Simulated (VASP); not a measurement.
# Na (P6_3/mmc) in VASP: notebook, part 2 of 4

VASP 6.6.1.

**3. Single point, PBEsol+D3(BJ)**

This run uses another cell than the first one, of 33.31 Å³/atom, 1.007 times its volume.

Contents of INCAR:

```
  PREC = Accurate
  ENCUT = 520
  EDIFF = 1E-6
  ISMEAR = -1
  SIGMA = 0.05
  LREAL = False
  LASPH = True
  NELM = 100
  ALGO = Normal
  ISIF = 2
  LWAVE = False
  LCHARG = False
  GGA = PS
  IVDW = 12
  NBANDS = 14
```

Contents of KPOINTS:

```
regular mesh
0
Gamma
  8 8 5
```

Contents of POSCAR:

```
Na
1.0
    3.6333432286      0.0000000000      0.0000000000
   -1.8166716143      3.1465675366      0.0000000000
    0.0000000000      0.0000000000      5.8269296446
Na
2
Direct
    0.6666666667      0.3333333333      0.7500000000
    0.3333333333      0.6666666667      0.2500000000
```

Potentials or basis: VASP PAW PBE potentials, release 64 (Na_pv).

Command:

```
$ cat potpaw_PBE.64/Na_pv/POTCAR > POTCAR
$ mpirun -np 1 vasp_std > vasp.out
```

OUTCAR:

```text
PREC = Accurate
   ENCUT = 520
   EDIFF = 1E-6
   ISMEAR = -1
   LREAL = False
   LASPH = True
   NELM = 100
   ISIF = 2
   GGA = PS
   IVDW = 12
 IVDW          = 12

 ion  position               nearest neighbor table
   1  0.667  0.333  0.750-
   2  0.333  0.667  0.250-

  LATTYP: Found a hexagonal cell.
 ALAT       =     3.6333432286
 C/A-ratio  =     1.6037377363

  Lattice vectors:

 A1 = (   3.6333432286,   0.0000000000,   0.0000000000)
 A2 = (  -1.8166716143,   3.1465675366,   0.0000000000)
 A3 = (   0.0000000000,   0.0000000000,   5.8269296446)

Analysis of symmetry for initial positions (statically):
=====================================================================
 Subroutine PRICEL returns:
 Original cell was already a primitive cell.

 Routine SETGRP: Setting up the symmetry group for a
 hexagonal supercell.

 Subroutine GETGRP returns: Found 24 space group operations
 (whereof 12 operations were pure point group operations)
 out of a pool of 24 trial point group operations.

The static configuration has the point symmetry D_3d.
 The point group associated with its full space group is D_6h.

Analysis of symmetry for dynamics (positions and initial velocities):
=====================================================================
 Subroutine PRICEL returns:
 Original cell was already a primitive cell.

 Routine SETGRP: Setting up the symmetry group for a
 hexagonal supercell.

 Subroutine GETGRP returns: Found 24 space group operations
 (whereof 12 operations were pure point group operations)
 out of a pool of 24 trial point group operations.

The dynamic configuration has the point symmetry D_3d.
 The point group associated with its full space group is D_6h.

 Subroutine INISYM returns: Found 24 space group operations
 (whereof 12 operations are pure point group operations),
 and found     1 'primitive' translations

----------------------------------------------------------------------------------------

                                     Primitive cell

  volume of cell :      66.6167

  direct lattice vectors                    reciprocal lattice vectors
     3.633343229  0.000000000  0.000000000     0.275228608  0.158903311  0.000000000
    -1.816671614  3.146567537  0.000000000     0.000000000  0.317806622  0.000000000
     0.000000000  0.000000000  5.826929645     0.000000000  0.000000000  0.171616968

  length of vectors
     3.633343229  3.633343229  5.826929645     0.317806622  0.317806622  0.171616968

  position of ions in fractional coordinates (direct lattice)
     0.666666667  0.333333333  0.750000000
     0.333333333  0.666666667  0.250000000

  ion indices of the primitive-cell ions
   primitive index   ion index
                 1           1
                 2           2

----------------------------------------------------------------------------------------

 KPOINTS: regular mesh

Automatic generation of k-mesh.
 Grid dimensions read from file:
 generate k-points for:    8    8    5

 Generating k-lattice:

  Cartesian coordinates                     Fractional coordinates (reciprocal lattice)
     0.034403576  0.019862914  0.000000000     0.125000000 -0.000000000  0.000000000
     0.000000000  0.039725828  0.000000000     0.000000000  0.125000000  0.000000000
     0.000000000  0.000000000  0.034323394     0.000000000  0.000000000  0.200000000

[... 40 lines left out ...]
   total plane-waves  NPLWV =  37632
   dimension x,y,z NGX =    28 NGY =   28 NGZ =   48
   dimension x,y,z NGXF=    56 NGYF=   56 NGZF=   96
   ions per type =               2
   NGX,Y,Z   is equivalent  to a cutoff of  12.81, 12.81, 13.69 a.u.
   NGXF,Y,Z  is equivalent  to a cutoff of  25.62, 25.62, 27.39 a.u.
 SYSTEM =  unknown system
   PREC   = accura    normal or accurate (medium, high low for compatibility)
   ISTART =      0    job   : 0-new  1-cont  2-samecut
   ICHARG =      2    charge: 1-file 2-atom 10-const
   ISPIN  =      1    spin polarized calculation?
   LNONCOLLINEAR =      F non collinear calculations
   LSORBIT =      F    spin-orbit coupling
   LASPH  =      T    aspherical Exc in radial PAW
   ENCUT  =  520.0 eV  38.22 Ry    6.18 a.u.   6.76  6.76 10.83*2*pi/ulx,y,z
   NELM   =    100;   NELMIN=  2; NELMDL= -5     # of ELM steps
   EDIFF  = 0.1E-05   stopping-criterion for ELM
   LREAL  =      F    real-space projection
   EDIFFG = 0.1E-04   stopping-criterion for IOM
   NSW    =      0    number of steps for IOM
   IBRION =     -1    ionic relax: 0-MD 1-quasi-New 2-CG
   NFREE  =      0    steps in history (QN), initial steepest desc. (CG)
   ISIF   =      2    stress and relaxation
   ISYM   =      2    0-nonsym 1-usesym 2-fastsym
   POTIM  = 0.5000    time-step for ionic-motion
   TEBEG  =    0.0;   TEEND  =   0.0 temperature during run
   PSTRESS=    0.0 pullay stress
   NELECT =      14.0000    total number of electrons
   NUPDOWN=      -1.0000    fix difference up-down
   EMIN   =  10.00;   EMAX   =-10.00  energy-range for DOS
   EFERMI =   0.00;   METHOD = LEGACY
   ISMEAR =    -1;   SIGMA  =   0.05  broadening in eV -4-tet -1-fermi 0-gaus
   EFERMI_NEDOS =   21; number of points for ismear=-14 and -15
   IALGO  =     38    algorithm
   IMIX   =      4    mixing-type and parameters
     AMIX     =   0.40;   BMIX     =  1.00
     AMIX_MAG =   1.60;   BMIX_MAG =  1.00
  volume/ion in A,a.u.               =      33.31       224.78
  Fermi-wavevector in a.u.,A,eV,Ry     =   0.973322  1.839311 12.889550  0.947355
  Thomas-Fermi vector in A             =   2.103692
   LORBIT       =      0    0 simple, 1 ext, 2 COOP (PROOUT), +10 PAW based schemes
   GGA     = PS    functional components
   LHFCALC =     F    Hartree Fock is set to
   AEXX    =    0.0000 exact exchange contribution
   IVDW    =    12    specifies the selected vdW correction
   LEPSILON=     F    determine dielectric tensor
   LRPA    =     F    only Hartree local field effects (RPA)
 non-spin polarized calculation
  energy-cutoff  :      520.00
  volume of cell :       66.62
 maximum number of plane-waves:      1810
 NGX is ok and might be reduce to    28
   NGX = 13   NGY = 13   NGZ = 21

 number of electron      14.0000006 magnetization

 Free energy of the ion-electron system (eV)
  ---------------------------------------------------
  ext. energy  EPLUGINS =         0.00000000
  ---------------------------------------------------
  free energy    TOTEN  =        -2.78518527 eV

  energy without entropy =       -2.77966191  energy(sigma->0) =       -2.78242359

 E-fermi :   0.6003     XC(G=0):  -6.7906

 val. band max:        0.3847126719   @ k =   0.3750   0.1250   0.2000
 cond. band min:       0.6572559867   @ k =   0.1250   0.1250   0.2000
 fundamental gap:      0.2725433148
 Fermi energy:         0.6002540202

 k-point     1 :       0.0000    0.0000    0.0000
  band No.  band energies     occupation
      1     -24.1323      2.00000
      2     -24.0853      2.00000
      3     -24.0853      2.00000
      4     -24.0779      2.00000
      5     -24.0775      2.00000
      6     -24.0775      2.00000
      7      -2.8864      2.00000
      8       1.2730      0.00000
      9       1.8167      0.00000
     10      11.0584      0.00000
     11      11.0585      0.00000
     12      11.5454      0.00000
     13      11.5454      0.00000
     14      11.7075      0.00000
[... 377 lines left out ...]
      1     -24.1237      2.00000
      2     -24.1198      2.00000
      3     -24.0953      2.00000
      4     -24.0909      2.00000
      5     -24.0889      2.00000
      6     -24.0871      2.00000
      7      -0.0200      1.99999
      8       0.8333      0.01873
      9       3.6600      0.00000
     10       4.4747      0.00000
     11       7.4091      0.00000
     12       8.9499      0.00000
     13       8.9850      0.00000
     14       9.6776      0.00000

 [... further k-points ...]

------------------------ aborting loop because EDIFF is reached ----------------------------------------

 Edisp (eV)   -0.34522

 E8    (eV) :    -0.2444

  FORCE on cell =-STRESS in cart. coord.  units (eV):
  Direction    XX          YY          ZZ          XY          YZ          ZX
  --------------------------------------------------------------------------------------
  -------------------------------------------------------------------------------------
  Total      -0.02480    -0.02480    -0.01623     0.00000     0.00000     0.00000
  in kB      -0.59640    -0.59640    -0.39026     0.00000     0.00000     0.00000
  external pressure =       -0.53 kB  Pullay stress =        0.00 kB

 VOLUME and BASIS-vectors are now :
 -----------------------------------------------------------------------------
  energy-cutoff  :      520.00
  volume of cell :       66.62
      direct lattice vectors                 reciprocal lattice vectors
     3.633343229  0.000000000  0.000000000     0.275228608  0.158903311  0.000000000
    -1.816671614  3.146567537  0.000000000     0.000000000  0.317806622  0.000000000
     0.000000000  0.000000000  5.826929645     0.000000000  0.000000000  0.171616968

 POSITION                                       TOTAL-FORCE (eV/Angst)
 -----------------------------------------------------------------------------------
      1.81667      1.04886      4.37020         0.000000     -0.000000     -0.000000
     -0.00000      2.09771      1.45673        -0.000000      0.000000      0.000000
 -----------------------------------------------------------------------------------
    total drift:                               -0.000000      0.000000      0.000000

  FREE ENERGIE OF THE ION-ELECTRON SYSTEM (eV)
  ---------------------------------------------------
  free  energy   TOTEN  =        -3.1304035705 eV

  energy  without entropy=       -3.1248802135  energy(sigma->0) =       -3.12764189
```

OSZICAR:

```text
N       E                     dE             d eps       ncg     rms          rms(c)
DAV:   1     0.102976264646E+03    0.10298E+03   -0.77307E+03   840   0.100E+03
DAV:   2     0.131295302843E+01   -0.10166E+03   -0.10042E+03   882   0.282E+02
DAV:   3    -0.273467668736E+01   -0.40476E+01   -0.40440E+01  1074   0.636E+01
DAV:   4    -0.278960793686E+01   -0.54931E-01   -0.54930E-01   912   0.816E+00
DAV:   5    -0.279080019787E+01   -0.11923E-02   -0.11922E-02  1098   0.121E+00    0.352E-01
DAV:   6    -0.278673643384E+01    0.40638E-02   -0.49311E-03  1008   0.111E+00    0.209E-01
DAV:   7    -0.278528433587E+01    0.14521E-02   -0.43025E-03  1062   0.898E-01    0.646E-02
DAV:   8    -0.278518471806E+01    0.99618E-04   -0.45688E-04  1074   0.380E-01    0.361E-03
DAV:   9    -0.278518526750E+01   -0.54944E-06   -0.51145E-06   930   0.285E-02
   1 F= -.31304036E+01 E0= -.31276419E+01  d E =-.552336E-02
```

stdout:

```text
POSCAR found type information on POSCAR Na
 POSCAR found :  1 types and       2 ions
 scaLAPACK will be used
 -----------------------------------------------------------------------------
|                                                                             |
|                                                                             |
|     You enforced a specific xc type in the INCAR file but a different       |
|     I HOPE YOU KNOW WHAT YOU ARE DOING!                                     |
|                                                                             |
 -----------------------------------------------------------------------------

 LDA part: xc-table for (Slater+PW92), standard interpolation
 POSCAR, INCAR and KPOINTS ok, starting setup
 FFT: planning ... GRIDC
 FFT: planning ... GRID_SOFT
 FFT: planning ... GRID
 WAVECAR not read
 entering main loop
```

Wall time 11 s (1 thread of AMD EPYC 9R45 (Zen 5), shared host); peak memory 0.15 GiB.

Results:

| Item | Value |
| --- | --- |
| Free energy | -3.1304 eV |
| Pressure | -0.1 GPa |
| Band gap on the k mesh | zero (band 7 reaches 2.10 eV, above the bottom of band 8 at -1.26 eV) |
| Dispersion energy per atom | -0.173 eV |

Levels at points of the mesh, in eV from the Fermi level:
| k point | band 5 | band 6 | band 7 | band 8 | band 9 | band 10 |
| --- | --- | --- | --- | --- | --- | --- |
| (0.00, 0.00, 0.00) | -24.68 | -24.68 | -3.49 | 0.67 | 1.22 | 10.46 |
| (0.50, 0.00, 0.00) | -24.69 | -24.68 | 0.22 | 0.39 | 4.09 | 4.20 |

Caveat: three body term missing; the PAW data sets were made with another functional, which shifts forces and pressure a little; pairwise dispersion overbinds metals, which lowers pressure and volume.

(Part 2 of 4 ends here.)
